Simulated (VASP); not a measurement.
The system is CsI.

```
Cs I
1.0
     4.53605    0.00000    0.00000
     0.00000    4.53605    0.00000
     0.00000    0.00000    4.53605
Cs I
1 1
Direct
  0.00000 0.00000 0.00000
  0.50000 0.50000 0.50000
```

Base run:

- Program: VASP 6.6.1
- Functional: PBEsol
- Potentials or basis: VASP PAW PBE potentials, release 64 (Cs_sv, I)
- Cutoff: 500 eV
- k mesh: 6 × 6 × 6
- Occupations: fermi-dirac, width 0.05 eV
- Spin: no spin polarisation

Its results: band gap on the k mesh 3.77 eV (least direct gap 3.85 eV); pressure -0.2 GPa.

Q: The run is repeated on the same cell with these changes: functional from PBEsol to PBE; dispersion from none to D3(BJ). What comes out?

A: Band gap on the k mesh 3.94 eV (least direct gap 4.03 eV); pressure 0.3 GPa.

Several settings changed at once.

Caveats: spin-orbit coupling is left out, which moves the levels of the heavy elements; the PAW data sets were made with another functional, which shifts forces and pressure a little (at least some runs).

A k mesh can miss the band edges.
